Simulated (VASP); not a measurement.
Runs of VASP 6.6.1 on Sr. The structure is that of space group I4/mmm (No. 139), or close to it. The cells are those of the table. 

```csv
cell,gap on the mesh (eV),pressure (GPa)
"a = 4.420 Å, angles 113.5, 101.8, 113.5°, 1 atom",none,-1.4
"a = 4.308 Å, angles 111.5, 105.5, 111.5°, 1 atom",none,(a)
"a = 4.392 Å, angles 113.0, 102.7, 113.0°, 1 atom",none,-1.3
"a = 4.363 Å, angles 112.5, 103.6, 112.5°, 1 atom",none,-1.1
```

Alike in all rows: task single point; level r2SCAN; potentials or basis VASP PAW PBE potentials, release 64 (Sr_sv); no spin polarisation; k mesh 14 × 14 × 14; cutoff (eV) 520; smearing gaussian 0.15 eV.

Q: Estimate the missing entries.

A: (a) -0.9.

Caveats: the PAW data sets were made with another functional, which shifts forces and pressure a little.

A k mesh can miss the band edges, and the runs leave out spin-orbit coupling on Sr.

A gap of «none» marks levels without a gap at the run's occupations.
